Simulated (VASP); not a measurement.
# Ta (I4_1/amd) in VASP: a series of runs, part 2 of 2

VASP 6.6.1. The steps go on from the part before.

**4. Single point, PBE**

This run uses another cell than the first one, of 19.68 Å³/atom, 1.923 times its volume.

File INCAR:

```
SYSTEM = Ta
  PREC = Accurate
  ENCUT = 520
  EDIFF = 1E-7
  ISMEAR = -1
  SIGMA = 0.1
  LREAL = .False.
  LASPH = .True.
  NELM = 80
  ALGO = Normal
  ISIF = 2
  LWAVE = .False.
  LCHARG = .True.
  GGA = PE
  LELF = .True.
  LVHAR = .True.
  NBANDS = 18
```

File KPOINTS:

```
Automatic mesh
0
Gamma
  17 17 17
  0 0 0
```

File POSCAR:

```
Ta
1.0
   -2.6443132886      2.6443132886      1.4075427540
    2.6443132886     -2.6443132886      1.4075427540
    2.6443132886      2.6443132886     -1.4075427540
Ta
2
Direct
   -0.3750000000     -0.1250000000     -0.2500000000
    0.3750000000      0.1250000000      0.2500000000
```

Run with:

```
> cat potpaw_PBE.64/Ta_pv/POTCAR > POTCAR
> mpirun -np 1 vasp_std > vasp.out
```

It took 7.8 min on 1 thread of Intel Xeon 8259CL, shared host; peak memory 0.36 GiB.

The run converged. Its results:

- Free energy: -22.1423 eV
- Pressure: 0.1 GPa
- Band gap on the k mesh: zero (band 11 reaches 5.82 eV, above the bottom of band 12 at 4.50 eV)

Stress tensor (GPa, compression positive):
```
0.17 0.00 0.00
0.00 0.17 0.00
0.00 0.00 0.10
```

Levels at points of the mesh, in eV from the Fermi level:
| k point | band 8 | band 9 | band 10 | band 11 | band 12 | band 13 | band 14 | band 15 |
| --- | --- | --- | --- | --- | --- | --- | --- | --- |
| (0.00, 0.00, 0.00) | -4.16 | -2.33 | -2.21 | -1.06 | 3.29 | 3.29 | 3.35 | 3.35 |

Caveat: spin-orbit coupling is left out, which moves the levels of the heavy elements.

**5. Relaxation of shape and atoms at fixed volume, PBE**

This run uses another cell than the first one, of 8.86 Å³/atom, 0.865 times its volume.

File INCAR:

```
SYSTEM = Ta
PREC = Accurate
ENCUT = 600
EDIFF = 1E-7
ISMEAR = -1
SIGMA = 0.1
LREAL = .False.
LASPH = .True.
NELM = 60
ALGO = Normal
ISIF = 4
LWAVE = .False.
LCHARG = .False.
GGA = PE
IBRION = 2
NSW = 50
EDIFFG = -0.005
```

KPOINTS is that of step 4.

File POSCAR:

```
Ta
1.0
   -2.0263622152      2.0263622152      1.0786132889
    2.0263622152     -2.0263622152      1.0786132889
    2.0263622152      2.0263622152     -1.0786132889
Ta
2
Direct
   -0.3750000000     -0.1250000000     -0.2500000000
    0.3750000000      0.1250000000      0.2500000000
```

Run with:

```
> cat potpaw_PBE.64/Ta_pv/POTCAR > POTCAR
> mpirun -np 1 vasp_std > vasp.out
```

It took 13 min on 1 thread of Intel Xeon 8259CL, shared host; peak memory 0.25 GiB.

The run converged, but its numbers aren't listed here, since they failed a check.

Caveat: spin-orbit coupling is left out, which moves the levels of the heavy elements.

**6. Single point, PBE**

This run uses another cell than the first one, of 8.86 Å³/atom, 0.865 times its volume.

File INCAR:

```
SYSTEM = Ta
ALGO = Normal
EDIFF = 1E-6
ENCUT = 500
GGA = PE
GGA_COMPAT = .FALSE.
ISIF = 2
ISMEAR = -1
LASPH = .TRUE.
LCHARG = .FALSE.
LREAL = .FALSE.
LWAVE = .FALSE.
NBANDS = 20
NELM = 120
PREC = Accurate
SIGMA = 0.1
```

File KPOINTS:

```
k-points
0
G
  17 17 17
  0 0 0
```

File POSCAR:

```
Ta
1.0
   -2.0137327076      2.0137327076      1.0921851719
    2.0137327076     -2.0137327076      1.0921851719
    2.0137327076      2.0137327076     -1.0921851719
Ta
2
Direct
   -0.3750000000     -0.1250000000     -0.2500000000
    0.3750000000      0.1250000000      0.2500000000
```

Potentials or basis: VASP PAW PBE potentials, release 64 (Ta_sv_GW).

Run with:

```
> cat potpaw_PBE.64/Ta_sv_GW/POTCAR > POTCAR
> mpirun -np 1 vasp_std > vasp.out
```

OUTCAR:

```text
SYSTEM = Ta
   EDIFF = 1E-6
   ENCUT = 500
   GGA = PE
   ISIF = 2
   ISMEAR = -1
   LASPH = .TRUE.
   LREAL = .FALSE.
   NELM = 120
   PREC = Accurate

 ion  position               nearest neighbor table
   1  0.625  0.875  0.750-   2 2.09   2 2.09   2 2.09   2 2.09   2 2.60   2 2.60   2 2.60   2 2.60

   2  0.375  0.125  0.250-   1 2.09   1 2.09   1 2.09   1 2.09   1 2.60   1 2.60   1 2.60   1 2.60

  LATTYP: Found a body centered tetragonal cell.
 ALAT       =     4.0274654152
 C/A-ratio  =     0.5423684920

  Lattice vectors:

 A1 = (  -2.0137327076,   2.0137327076,   1.0921851719)
 A2 = (   2.0137327076,  -2.0137327076,   1.0921851719)
 A3 = (   2.0137327076,   2.0137327076,  -1.0921851719)

Analysis of symmetry for initial positions (statically):
=====================================================================
 Subroutine PRICEL returns:
 Original cell was already a primitive cell.

 Routine SETGRP: Setting up the symmetry group for a
 body centered tetragonal supercell.

 Subroutine GETGRP returns: Found 16 space group operations
 (whereof  4 operations were pure point group operations)
 out of a pool of 16 trial point group operations.
[... 160 lines left out ...]
  free energy    TOTEN  =        -5.96401118 eV

  energy without entropy =       -5.93748705  energy(sigma->0) =       -5.95074911

 E-fermi :  24.2438     XC(G=0): -17.4873

 val. band max:       24.2318416076   @ k =  -0.2353  -0.4706   0.1765
 cond. band min:      24.2501510248   @ k =  -0.2941  -0.4706   0.2941
 fundamental gap:      0.0183094172
 Fermi energy:        24.2437502122

 k-point     1 :       0.0000    0.0000    0.0000
  band No.  band energies     occupation
      1     -45.7798      2.00000
      2     -42.5131      2.00000
      3     -14.6844      2.00000
      4     -14.6844      2.00000
      5      -7.5600      2.00000
      6      -7.4700      2.00000
[... 541 lines left out ...]
     19      38.4857      0.00000
     20      40.4135      0.00000

 [... further k-points ...]

------------------------ aborting loop because EDIFF is reached ----------------------------------------

  FORCE on cell =-STRESS in cart. coord.  units (eV):
  Direction    XX          YY          ZZ          XY          YZ          ZX
  --------------------------------------------------------------------------------------
  -------------------------------------------------------------------------------------
  Total       70.2295804     70.2295804     69.6717976      0.0000000      0.0000000      0.0000000
  in kB     6351.4186563   6351.4186563   6300.9739330      0.0000000      0.0000000      0.0000000
  external PRESSURE =    6334.6037485 kB  Pullay stress =       0.0000000 kB

 VOLUME and BASIS-vectors are now :
 -----------------------------------------------------------------------------
  energy-cutoff  :      500.00
  volume of cell :       17.72
      direct lattice vectors                 reciprocal lattice vectors
    -2.013732708  2.013732708  1.092185172     0.000000000  0.248295118  0.457797828
     2.013732708 -2.013732708  1.092185172     0.248295118  0.000000000  0.457797828
     2.013732708  2.013732708 -1.092185172     0.248295118  0.248295118  0.000000000

 POSITION                                       TOTAL-FORCE (eV/Angst)
 -----------------------------------------------------------------------------------
      2.01373      1.00687      0.81914         0.000000     -0.000000      0.000000
      0.00000      1.00687      0.27305        -0.000000      0.000000     -0.000000
 -----------------------------------------------------------------------------------
    total drift:                               -0.000000      0.000000      0.000000

  FREE ENERGIE OF THE ION-ELECTRON SYSTEM (eV)
  ---------------------------------------------------
  free  energy   TOTEN  =        -5.9640111780 eV

  energy  without entropy=       -5.9374870515  energy(sigma->0) =       -5.95074911
```

stdout:

```text
POSCAR found type information on POSCAR Ta
 POSCAR found :  1 types and       2 ions
 scaLAPACK will be used
 LDA part: xc-table for (Slater+PW92), standard interpolation
 POSCAR, INCAR and KPOINTS ok, starting setup
 FFT: planning ... GRIDC
 FFT: planning ... GRID_SOFT
 FFT: planning ... GRID
 WAVECAR not read
 entering main loop
```

Run time: 2 min. Hardware: 1 thread of AMD EPYC 9R45 (Zen 5), shared host; peak memory 0.21 GiB.

The run converged, but its numbers aren't listed here, since they failed a check.

Caveat: spin-orbit coupling is left out, which moves the levels of the heavy elements.

**7. The runs side by side**

| cell | gap on the mesh (eV) | pressure (GPa) |
| --- | --- | --- |
| a = 3.196 Å, angles 97.5, 97.5, 137.8°, 2 atoms | none | 381.2 |
| a = 3.881 Å, angles 97.2, 97.2, 138.5°, 2 atoms | none | 15.8 |
| a = 3.996 Å, angles 97.1, 97.1, 138.7°, 2 atoms | none | 0.1 |

Alike in all rows: task single point; level PBE; potentials or basis VASP PAW PBE potentials, release 64 (Ta_pv); no spin polarisation; k mesh 17 × 17 × 17; cutoff (eV) 520; smearing fermi-dirac 0.1 eV.

Caveats: spin-orbit coupling is left out, which moves the levels of the heavy elements.

Total energies depend on the potentials used, so only differences within one code and one set of settings carry meaning.
